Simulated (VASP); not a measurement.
GaP, 2 atoms in the cell. The structure is cubic, space group F-43m (No. 216). The conventional cell has a = 5.451 Å, b = 5.451 Å, c = 5.451 Å, α = 90.00°, β = 90.00°, γ = 90.00°. Within 3.1 Å of Ga (site symmetry -43m) lie 4 P at 2.36 Å. P (site symmetry -43m) has 4 Ga at 2.36 Å within 3.1 Å. 

| Quantity | Value |
| --- | --- |
| Program | VASP 6.6.1 |
| Task | single point |
| Functional | r2SCAN |
| Potentials or basis | VASP PAW PBE potentials, release 64 (Ga_d, P) |
| Cutoff | 520 eV |
| k mesh | 6 × 6 × 6 |
| Occupations | gaussian, width 0.2 eV |
| Spin | no spin polarisation |
| Dipole correction | no |
| Further INCAR settings | ALGO = Normal; EDIFF = 1e-07; NBANDS = 16 |

Potentials or basis: VASP PAW PBE potentials, release 64 (Ga_d, P).

Command:

```console
$ cat potpaw_PBE.64/Ga_d/POTCAR potpaw_PBE.64/P/POTCAR > POTCAR
$ cp INCAR.step1 INCAR
$ mpirun -np 1 vasp_std > vasp.out
$ cp INCAR.step2 INCAR
$ mpirun -np 1 vasp_std > vasp.out
```

Hardware: 1 thread of Intel(R) Xeon(R) Platinum 8488C (Sapphire Rapids) (shared host).

How long does it take, and how much memory?

Wall time 37 s on 1 thread of Intel(R) Xeon(R) Platinum 8488C (Sapphire Rapids), with other jobs on the host, peak memory 0.17 GiB. Counts: k points 16.
